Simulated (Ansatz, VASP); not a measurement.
**TiO2: VASP beside Ansatz**

```xyz
3
Lattice="1.4973 0.8645 6.9815 -1.4973 0.8645 6.9815 0.0000 -1.7290 6.9815" Properties=species:S:1:pos:R:3 pbc="T T T"
Ti    0.0000    0.0000   -0.0250
O     0.0000    0.0000   12.9955
O     0.0000    0.0000    7.9492
```

Alike in both runs: task single point; functional PBEsol; k mesh 8 × 8 × 8; no spin polarisation.

|  | VASP | Ansatz |
| --- | --- | --- |
| version | VASP 6.6.1 | Ansatz 0.2.0 |
| potentials or method | VASP PAW PBE potentials, release 64 (Ti_sv, O) | plane waves, PAW |
| plane-wave cutoff (eV) | 520 | 420 |
| occupations | gaussian, width 0.01 eV | fixed |
| valence electrons in the cell | 24 | 24 |

Ansatz gave:

* rms of the force components (eV/Å): 0.317

Task: Estimate VASP's values.

Result: rms of the force components (eV/Å): 0.302.

VASP's potentials were made for PBE, not for PBEsol. Atom by atom the forces differ by 0.026 eV/Å (rms over components).
